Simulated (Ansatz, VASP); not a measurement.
Ge2As3: VASP beside Ansatz

Contents of INCAR:

```
SYSTEM = Ge2As3
PREC     = Accurate       ! precision mode
ENCUT    = 520            ! plane-wave cutoff, eV
EDIFF    = 1E-6           ! SCF threshold, eV
ISMEAR   = 0              ! smearing method
SIGMA    = 0.1            ! smearing width, eV
LREAL    = .False.        ! projectors in reciprocal space
LASPH    = .True.         ! aspherical terms in the spheres
NELM     = 60             ! most SCF steps
ALGO     = Normal         ! electronic algorithm
ISIF     = 2              ! what is computed and relaxed
LWAVE    = .False.        ! write WAVECAR
LCHARG   = .False.        ! write CHGCAR
GGA      = PE             ! functional
NBANDS   = 30             ! bands
```

KPOINTS

```
Automatic mesh
0
Gamma
  10 10 6
  0 0 0
```

The input POSCAR:

```
Ge2As3
1.0
    3.7486820476      0.0000000000      0.0000000000
    0.0000000000      3.7486820476      0.0000000000
    0.0000000000      0.0000000000      7.2690813085
Ge As
2 3
Direct
    0.0000000000      0.5000000000      0.5000000000
    0.5000000000      0.0000000000      0.5000000000
    0.5000000000      0.5000000000      0.0000000000
    0.0000000000      0.0000000000      0.8128764428
    0.0000000000      0.0000000000      0.1871235572
```

Input for Ansatz:

```yaml
crystal:
  lattice:
    - [3.7486820476, 0.0, 0.0]
    - [0.0, 3.7486820476, 0.0]
    - [0.0, 0.0, 7.2690813085]
  atoms:
    - { symbol: Ge, position: [0.0, 0.5, 0.5] }
    - { symbol: Ge, position: [0.5, 0.0, 0.5] }
    - { symbol: As, position: [0.5, 0.5, 0.0] }
    - { symbol: As, position: [0.0, 0.0, 0.8128764428] }
    - { symbol: As, position: [0.0, 0.0, 0.1871235572] }
basis:
  ecutwfc: 420
kpoints:
  mp_grid: { grid: [10, 10, 6] }
  band_path:
    path:
      - [[0.0, 0.0, 0.0], [0.0, 0.5, 0.0], [0.5, 0.5, 0.0], [0.0, 0.0, 0.0], [0.0, 0.0, 0.5], [0.0, 0.5, 0.5], [0.5, 0.5, 0.5], [0.0, 0.0, 0.5]]
      - [[0.0, 0.5, 0.0], [0.0, 0.5, 0.5]]
      - [[0.5, 0.5, 0.0], [0.5, 0.5, 0.5]]
    npoints: 14
hamiltonian:
  xc: pbe
scf:
  occupations: { method: gaussian, width: 0.1 }
  n_extra_bands: 12
output:
  forces: true
  stress: true
  eigenvalues: true
  populations: true
  dos: { projected: true, de: 0.02, nscf_kmesh: { grid: [12, 12, 8] } }
  bader: true
  write_density: true
  write_potential: true
  elf: true
  volumetric_format: npy
```

Alike in both runs: task single point; functional PBE; k mesh 10 × 10 × 6; occupations gaussian, width 0.1 eV; no spin polarisation.

|  | VASP | Ansatz |
| --- | --- | --- |
| version | VASP 6.6.1 | Ansatz 0.2.0 |
| potentials or method | VASP PAW PBE potentials, release 64 (Ge_d, As), cutoff 520 eV | scalar-relativistic, plane waves, PAW |
| valence electrons in the cell | 43 | 73 |

|  | VASP | Ansatz | Ansatz less VASP |
| --- | --- | --- | --- |
| gap on the k mesh at the Fermi level (eV) | none | none | - |
| pressure (GPa) | 0.1 | 0.0 | -0.07 |

A gap of «none» marks a metal or a gap that the smearing closes. VASP's potentials hold 43 valence electrons a cell and Ansatz's 73, so a difference there can come from the potentials and not from the codes.
